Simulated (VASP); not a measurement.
# AlRu (Pm-3m) in VASP: further runs, part 2 of 2

VASP 6.6.1. The steps go on from the part before.

## Step 3: Relaxation of cell and atoms, PBE+D3(BJ)

This run uses another cell than the first one, of 13.56 Å³/atom, 1.031 times its volume.

INCAR reads:

```
PREC = Accurate
ENCUT = 600
EDIFF = 1E-6
ISMEAR = 0
SIGMA = 0.1
LREAL = False
LASPH = True
NELM = 100
ALGO = Normal
ISIF = 3
LWAVE = False
LCHARG = False
GGA = PE
IVDW = 12
IBRION = 2
NSW = 70
EDIFFG = -0.005
```

KPOINTS reads:

```
Automatic mesh
0
Gamma
  14 14 14
```

POSCAR reads:

```
AlRu
1.0
    3.0040846975      0.0000000000      0.0000000000
    0.0000000000      3.0040846975      0.0000000000
    0.0000000000      0.0000000000      3.0040846975
Al Ru
1 1
Direct
    0.0000000000      0.0000000000      0.0000000000
    0.5000000000      0.5000000000      0.5000000000
```

Potentials or basis: VASP PAW PBE potentials, release 64 (Al, Ru_pv).

The run is started by

```sh
cat potpaw_PBE.64/Al/POTCAR potpaw_PBE.64/Ru_pv/POTCAR > POTCAR
mpirun -np 1 vasp_std > vasp.out
```

OUTCAR:

```text
PREC = Accurate
   ENCUT = 600
   EDIFF = 1E-6
   ISMEAR = 0
   LREAL = False
   LASPH = True
   NELM = 100
   ISIF = 3
   GGA = PE
   IVDW = 12
   IBRION = 2
   NSW = 70
   EDIFFG = -0.005
 IVDW          = 12

 ion  position               nearest neighbor table
   1  0.000  0.000  0.000-   2 2.60   2 2.60   2 2.60   2 2.60   2 2.60   2 2.60   2 2.60   2 2.60

   2  0.500  0.500  0.500-   1 2.60   1 2.60   1 2.60   1 2.60   1 2.60   1 2.60   1 2.60   1 2.60

  LATTYP: Found a simple cubic cell.
 ALAT       =     3.0040846975

  Lattice vectors:

 A1 = (   3.0040846975,   0.0000000000,   0.0000000000)
 A2 = (   0.0000000000,   3.0040846975,   0.0000000000)
 A3 = (   0.0000000000,   0.0000000000,   3.0040846975)

Analysis of symmetry for initial positions (statically):
=====================================================================
 Subroutine PRICEL returns:
 Original cell was already a primitive cell.

 Routine SETGRP: Setting up the symmetry group for a
 simple cubic supercell.

 Subroutine GETGRP returns: Found 48 space group operations
 (whereof 48 operations were pure point group operations)
 out of a pool of 48 trial point group operations.

The static configuration has the point symmetry O_h .

Analysis of symmetry for dynamics (positions and initial velocities):
=====================================================================
 Subroutine PRICEL returns:
 Original cell was already a primitive cell.

 Routine SETGRP: Setting up the symmetry group for a
 simple cubic supercell.

 Subroutine GETGRP returns: Found 48 space group operations
 (whereof 48 operations were pure point group operations)
 out of a pool of 48 trial point group operations.

The dynamic configuration has the point symmetry O_h .

 Subroutine INISYM returns: Found 48 space group operations
 (whereof 48 operations are pure point group operations),
 and found     1 'primitive' translations

----------------------------------------------------------------------------------------

                                     Primitive cell

[... 106 lines left out ...]
   EFERMI_NEDOS =   21; number of points for ismear=-14 and -15
   IALGO  =     38    algorithm
   IMIX   =      4    mixing-type and parameters
     AMIX     =   0.40;   BMIX     =  1.00
     AMIX_MAG =   1.60;   BMIX_MAG =  1.00
  volume/ion in A,a.u.               =      13.56        91.48
  Fermi-wavevector in a.u.,A,eV,Ry     =   1.401239  2.647958 26.714651  1.963471
  Thomas-Fermi vector in A             =   2.524120
   LORBIT       =      0    0 simple, 1 ext, 2 COOP (PROOUT), +10 PAW based schemes
   GGA     = PE    functional components
   LHFCALC =     F    Hartree Fock is set to
   AEXX    =    0.0000 exact exchange contribution
   IVDW    =    12    specifies the selected vdW correction
   LEPSILON=     F    determine dielectric tensor
   LRPA    =     F    only Hartree local field effects (RPA)
 conjugate gradient relaxation of ions
 non-spin polarized calculation
 Gauss-broadening in eV      SIGMA  =   0.10
  energy-cutoff  :      600.00
  volume of cell :       27.11
 maximum number of plane-waves:       924
 NGX is ok and might be reduce to    24
   NGX = 11   NGY = 11   NGZ = 11

--------------------------------------- Ionic step        1  -------------------------------------------

 number of electron      16.9999996 magnetization

 Free energy of the ion-electron system (eV)
  ---------------------------------------------------
  ext. energy  EPLUGINS =         0.00000000
  ---------------------------------------------------
  free energy    TOTEN  =       -14.25813256 eV

  energy without entropy =      -14.24829354  energy(sigma->0) =      -14.25321305

------------------------ aborting loop because EDIFF is reached ----------------------------------------

 Edisp (eV)   -1.01652

 E8    (eV) :    -0.4601
[... 191 lines left out ...]
--------------------------------------- Ionic step        6  -------------------------------------------

 number of electron      16.9999996 magnetization

 Free energy of the ion-electron system (eV)
  ---------------------------------------------------
  ext. energy  EPLUGINS =         0.00000000
  ---------------------------------------------------
  free energy    TOTEN  =       -14.24163248 eV

  energy without entropy =      -14.23220309  energy(sigma->0) =      -14.23691779

 E-fermi :  10.9769     XC(G=0): -12.6609

 val. band max:       10.9688320763   @ k =   0.5000   0.2857   0.1429
 cond. band min:      10.9789446552   @ k =   0.1429   0.0714   0.0714
 fundamental gap:      0.0101125789
 Fermi energy:        10.9769038070

 k-point     1 :       0.0000    0.0000    0.0000
  band No.  band energies     occupation
      1     -30.7910      2.00000
      2     -30.7910      2.00000
      3     -30.7910      2.00000
      4       1.1961      2.00000
      5       7.3142      2.00000
      6       7.3142      2.00000
      7      11.1650      0.00782
      8      11.1650      0.00782
      9      11.1650      0.00782
     10      17.1480      0.00000
     11      17.1480      0.00000
     12      17.1480      0.00000
[... 331 lines left out ...]
 k-point    24 :       0.3571    0.2143    0.0000
  band No.  band energies     occupation
      1     -30.9630      2.00000
      2     -30.8603      2.00000
      3     -30.7679      2.00000
      4       4.0816      2.00000
      5       6.9799      2.00000
      6       8.3718      2.00000
      7       9.3236      2.00000
      8       9.7576      2.00000
      9      10.6286      2.00000
     10      13.6936      0.00000
     11      17.4466      0.00000
     12      19.9402      0.00000

 [... further k-points ...]

------------------------ aborting loop because EDIFF is reached ----------------------------------------

 Edisp (eV)   -1.04990

 E8    (eV) :    -0.4755
[... 25 lines left out ...]
  FREE ENERGIE OF THE ION-ELECTRON SYSTEM (eV)
  ---------------------------------------------------
  free  energy   TOTEN  =       -15.2915349350 eV

  energy  without entropy=      -15.2821055518  energy(sigma->0) =      -15.28682024

 reached required accuracy - stopping structural energy minimisation
```

OSZICAR:

```text
N       E                     dE             d eps       ncg     rms          rms(c)
DAV:   1     0.128279944866E+03    0.12828E+03   -0.10368E+04  2920   0.148E+03
[... 45 lines left out ...]
DAV:   5    -0.142421079171E+02    0.83885E-07   -0.16394E-07  1440   0.444E-03
   5 F= -.15291531E+02 E0= -.15286814E+02  d E =0.279781E-05
       N       E                     dE             d eps       ncg     rms          rms(c)
DAV:   1    -0.142417003813E+02    0.40762E-03   -0.99415E-04  2968   0.449E-01    0.737E-02
DAV:   2    -0.142416383380E+02    0.62043E-04   -0.41036E-04  3024   0.242E-01    0.276E-02
DAV:   3    -0.142416316943E+02    0.66437E-05   -0.24573E-05  3004   0.588E-02    0.594E-03
DAV:   4    -0.142416324768E+02   -0.78246E-06   -0.19763E-06  2880   0.103E-02
   6 F= -.15291535E+02 E0= -.15286820E+02  d E =-.985689E-06
```

It took 34 s on 1 thread of Intel Xeon 6975P-C (Granite Rapids), shared host; peak memory 0.19 GiB.

What came out:

| Quantity | Value |
| --- | --- |
| Free energy | -15.2915 eV |
| Relaxed volume | 13.14 Å³/atom |
| Relaxed cell | a = 2.973 Å, b = 2.973 Å, c = 2.973 Å, α = 90.00°, β = 90.00°, γ = 90.00° |
| Space group after relaxing (to 0.05 Å) | Pm-3m (No. 221) |
| Energy gained by relaxing | 8.4 meV/atom |
| Ionic steps | 6 |
| Pressure after relaxing | 0.0 GPa |
| Dispersion energy per atom | -0.525 eV |

Step by step:
```
step  energy change (eV)  largest force (eV/Å)  pressure (GPa)  volume (Å³)
   1              0.0000                0.0000           -6.34        27.11
   2              0.0258                0.0000           11.66        25.06
   3             -0.0169                0.0000           -0.08        26.29
   4             -0.0169                0.0000            0.07        26.28
   5             -0.0169                0.0000           -0.11        26.30
   6             -0.0169                0.0000           -0.02        26.28
```

Final structure:
```
Al Ru
1.0
     2.97327    0.00000    0.00000
     0.00000    2.97327    0.00000
     0.00000    0.00000    2.97327
Al Ru
1 1
Direct
  0.00000 0.00000 0.00000
  0.50000 0.50000 0.50000
```

Levels at points of the mesh, in eV from the Fermi level:
```
           k point  band 6  band 7  band 8  band 9  band 10  band 11  band 12
(0.00, 0.00, 0.00)   -3.66    0.19    0.19    0.19     6.17     6.17     6.17
(0.50, 0.00, 0.00)   -2.84   -1.64   -1.64    0.45     2.37     7.44    11.13
(0.50, 0.50, 0.00)   -1.38   -1.38   -1.20   -1.20     1.59     5.44     6.43
(0.50, 0.50, 0.50)   -4.73    1.68    1.68    2.69     4.18     4.18     4.18
```

Caveat: pairwise dispersion overbinds metals, which lowers pressure and volume.
